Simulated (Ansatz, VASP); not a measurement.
## One calculation of BaTiO3, two programs

```
CELL_PARAMETERS angstrom
4.00730 0.00000 0.00000
0.00000 4.00730 0.00000
0.00000 0.00000 4.00730
ATOMIC_POSITIONS crystal
Ba 0.50903 0.45529 0.50668
Ti 0.94374 0.06998 0.95431
O 0.52053 0.00683 0.05543
O 0.01265 0.49197 0.05272
O 0.01405 0.97593 0.43085
```

Alike in both runs: task single point; functional PBE; k mesh 3 × 3 × 3; occupations fermi-dirac, width 0.05 eV; no spin polarisation.

|  | VASP | Ansatz |
| --- | --- | --- |
| version | VASP 6.6.1 | Ansatz 0.2.0 |
| potentials or method | VASP PAW PBE potentials, release 64 (Ba_sv, Ti_sv, O_h) | Ansatz PAW |
| plane-wave cutoff (eV) | 1340 | 420 |
| valence electrons in the cell | 40 | 40 |

|  | VASP | Ansatz | Ansatz less VASP |
| --- | --- | --- | --- |
| gap on the k mesh at the Fermi level (eV) | 3.03 | 3.06 | +0.033 |
| least direct gap on the mesh (eV) | 3.03 | 3.06 | +0.033 |
| pressure (GPa) | 13.7 | 12.0 | -1.78 |
| traceless stress, the component that is largest in VASP (GPa) | -8.32 | -8.32 | -0.003 |
| rms of the force components (eV/Å) | 1.858 | 1.820 | -0.0376 |

Atom by atom the forces differ by 0.073 eV/Å (rms over components). The functional is the same, so the differences come from potentials, cutoffs and numerics.

The k mesh is coarse, so the values compare programs but aren't converged. Neither program's run includes spin-orbit coupling. Noted on Ansatz's run: odd divisions of the mesh miss points on the zone boundary, where band edges often lie, so the gap on the mesh can be too wide.
